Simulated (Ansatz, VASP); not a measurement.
## Two plane-wave programs on Mo

```
Mo
1.0
    -0.96113    1.67596    1.67596
     1.67596   -0.96113    1.67596
     1.67596    1.67596   -0.96113
Mo
1
Direct
  0.00000 0.00000 0.00000
```

Alike in both runs: task single point; functional PBE; k mesh 22 × 22 × 22; occupations gaussian, width 0.15 eV; no spin polarisation.

|  | VASP | Ansatz |
| --- | --- | --- |
| version | VASP 6.6.1 | Ansatz 0.2.0 |
| potentials or method | VASP PAW PBE potentials, release 64 (Mo_sv), cutoff 520 eV | scalar-relativistic, plane waves, PAW |
| valence electrons in the cell | 14 | 14 |

```tsv
	VASP	Ansatz	Ansatz less VASP
gap on the k mesh at the Fermi level (eV)	none	none	-
pressure (GPa)	11.1	10.5	-0.62
traceless stress, the component that is largest in VASP (GPa)	-6.48	-6.47	+0.009
```

A gap of «none» marks a metal or a gap that the smearing closes.
